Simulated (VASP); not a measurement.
Rh: single point with r2SCAN

The system is Rh.

```xyz
4
Lattice="2.6461 0.0000 0.0000 -1.3231 2.2916 0.0000 0.0000 0.0000 8.6489" Properties=species:S:1:pos:R:3 pbc="T T T"
Rh    0.0000    0.0000    0.0000
Rh    0.0000    1.5277    2.1622
Rh    0.0000    0.0000    4.3245
Rh    1.3231    0.7639    6.4867
```

This isn't the form of Rh at room conditions, which is fcc.

| Item | Value |
| --- | --- |
| Program | VASP 6.6.1 |
| Task | single point |
| Functional | r2SCAN |
| Potentials or basis | VASP PAW PBE potentials, release 64 (Rh_sv_GW) |
| Cutoff | 680 eV |
| k mesh | 10 × 10 × 3 |
| Occupations | methfessel-paxton, width 0.1 eV |
| Spin | no spin polarisation |
| Dipole correction | no |
| Further INCAR settings | ALGO = Normal; EDIFF = 1e-06; NBANDS = 42 |

```json
{"Pressure": "14.5 GPa", "Band gap on the k mesh": "zero (bands 34 and 35 overlap by 2.10 eV)"}
```

Stress tensor (GPa, compression positive):
```
14.26  0.00  0.00
 0.00 14.26  0.00
 0.00  0.00 15.10
```

Levels at points of the mesh, in eV from the Fermi level:
```tsv
k point	band 30	band 31	band 32	band 33	band 34	band 35	band 36	band 37
(0.00, 0.00, 0.00)	-2.95	-2.95	-1.66	-1.66	-1.00	-1.00	-0.42	-0.42
(0.50, 0.00, 0.00)	0.55	0.59	0.65	0.71	0.91	0.93	0.97	1.38
```

Wall time 7.8 min on 1 thread of Intel(R) Xeon(R) Platinum 8259CL CPU @ 2.50GHz (Skylake/Cascade Lake), with other jobs on the host, peak memory 0.25 GiB.

Caveat: the cell stands under pressure; the PAW data sets were made with another functional, which shifts forces and pressure a little.
